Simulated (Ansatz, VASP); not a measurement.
**One calculation of Cu, two programs**

The input INCAR:

```
PREC = Accurate ; ENCUT = 600
EDIFF = 1E-7 ; ISMEAR = -1
SIGMA = 0.15 ; LREAL = F
LASPH = T ; NELM = 100
ALGO = Fast ; ISIF = 3
LWAVE = F ; LCHARG = F
GGA = PE ; IBRION = 2
NSW = 80 ; EDIFFG = -0.001
```

The input KPOINTS:

```
Automatic mesh
0
Gamma
  20 20 20
```

POSCAR

```
Cu
1.0
    0.0000000000      1.8148741280      1.8148741280
    1.8148741280      0.0000000000      1.8148741280
    1.8148741280      1.8148741280      0.0000000000
Cu
1
Direct
    0.0000000000      0.0000000000      0.0000000000
```

Input for Ansatz:

```yaml
crystal:
  lattice:
    - [0.0, 1.814874128, 1.814874128]
    - [1.814874128, 0.0, 1.814874128]
    - [1.814874128, 1.814874128, 0.0]
  atoms:
    - { symbol: Cu, position: [0.0, 0.0, 0.0] }
basis:
  ecutwfc: 420
kpoints:
  mp_grid: { grid: [20, 20, 20] }
hamiltonian:
  xc: pbe
scf:
  occupations: { method: fermi_dirac, width: 0.15 }
output:
  forces: true
  stress: true
  eigenvalues: true
relax:
  adjacent_minimum: "off"
  f_tol: 0.001
  max_steps: 60
  cell: { stress_tol: 0.01 }
```

Alike in both runs: task relaxation of cell and atoms; functional PBE; k mesh 20 × 20 × 20; occupations fermi-dirac, width 0.15 eV; no spin polarisation.

```csv
,VASP,Ansatz
version,VASP 6.6.1,Ansatz 0.2.0
potentials or method,"VASP PAW PBE potentials, release 64 (Cu), cutoff 600 eV","scalar-relativistic, plane waves, PAW"
valence electrons in the cell,11,19
```

Ansatz gave:

| Quantity | Value |
| --- | --- |
| gap on the k mesh at the Fermi level, each at its own relaxed structure (eV) | none |
| relaxed volume (Å³/atom) | 11.96 |
| relaxed cell length with the largest relative difference (Å) | 2.567 |

Task: What did VASP give for the same quantities?

Result: gap on the k mesh at the Fermi level, each at its own relaxed structure (eV): none; relaxed volume (Å³/atom): 12.01; relaxed cell length with the largest relative difference (Å): 2.571.

A gap of «none» marks a metal or a gap that the smearing closes. VASP's potentials hold 11 valence electrons a cell and Ansatz's 19, so a difference there can come from the potentials and not from the codes.
